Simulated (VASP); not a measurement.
**AlNi: single point with PBE**

AlNi:

```
Al Ni
1.0
     0.00000    2.68081    2.68081
     2.68081    0.00000    2.68081
     2.68081    2.68081    0.00000
Al Ni
1 1
Direct
  0.00000 0.00000 0.00000
  0.75000 0.75000 0.75000
```

* Program: VASP 6.6.1
* Task: single point
* Functional: PBE
* Potentials or basis: VASP PAW PBE potentials, release 64 (Al, Ni)
* Cutoff: 600 eV
* k mesh: 6 × 6 × 6
* Occupations: gaussian, width 0.1 eV
* Spin: no spin polarisation

| Quantity | Value |
| --- | --- |
| Pressure | 0.0 GPa |
| Band gap on the k mesh | zero (an odd number of electrons rules out a gap without spin polarisation) |

Levels at points of the mesh, in eV from the Fermi level:
```
           k point  band 3  band 4  band 5  band 6  band 7  band 8  band 9  band 10
(0.00, 0.00, 0.00)   -1.80   -1.80   -1.20   -1.20    6.97    6.97    6.97     7.70
(0.50, 0.00, 0.00)   -1.69   -1.69   -1.10   -1.10   -0.85    4.79    4.79     8.10
(0.50, 0.50, 0.00)   -1.27   -1.23   -1.23   -0.98   -0.54    1.97    1.97     5.37
```

Run time: 7.2 s on 1 thread of Intel(R) Xeon(R) 6975P-C (Granite Rapids) (shared host), peak memory 0.16 GiB.

Spin polarisation is off, so any magnetic state and its effect on volume and gap are missing.
